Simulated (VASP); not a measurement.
Input of a VASP 6.6.1 run:

Contents of INCAR:

```
SYSTEM = Re
PREC     = Accurate       ! precision mode
ENCUT    = 520            ! plane-wave cutoff, eV
EDIFF    = 1E-7           ! SCF threshold, eV
ISMEAR   = -1             ! smearing method
SIGMA    = 0.1            ! smearing width, eV
LREAL    = .FALSE.        ! projectors in reciprocal space
LASPH    = .TRUE.         ! aspherical terms in the spheres
NELM     = 60             ! most SCF steps
ALGO     = Normal         ! electronic algorithm
ISIF     = 2              ! what is computed and relaxed
LWAVE    = .FALSE.        ! write WAVECAR
LCHARG   = .FALSE.        ! write CHGCAR
GGA      = PS             ! functional
IVDW     = 12             ! dispersion correction
NBANDS   = 14             ! bands
```

The input KPOINTS:

```
regular mesh
0
G
  14 14 8
  0 0 0
```

Contents of POSCAR:

```
Re
1.0
    2.7422705826      0.0000000000      0.0000000000
   -1.3711352913      2.3748759839      0.0000000000
    0.0000000000      0.0000000000      4.4282782931
Re
2
Direct
    0.3333333333      0.6666666667      0.2500000000
    0.6666666667      0.3333333333      0.7500000000
```

Potentials or basis: VASP PAW PBE potentials, release 64 (Re).

Command:

```bash
$ cat potpaw_PBE.64/Re/POTCAR > POTCAR
$ mpirun -np 1 vasp_std > vasp.out
```

(1) What does it give for the pressure?

(2) What does it give for the band gap on the k mesh?

(3) Predict the dispersion energy per atom.

## Answers

(1) -3.8 GPa.

(2) zero (bands 7 and 8 overlap by 3.37 eV).

(3) -0.700 eV.

Caveat: three body term missing; the cell stands under tension; the PAW data sets were made with another functional, which shifts forces and pressure a little; spin-orbit coupling is left out, which moves the levels of the heavy elements.
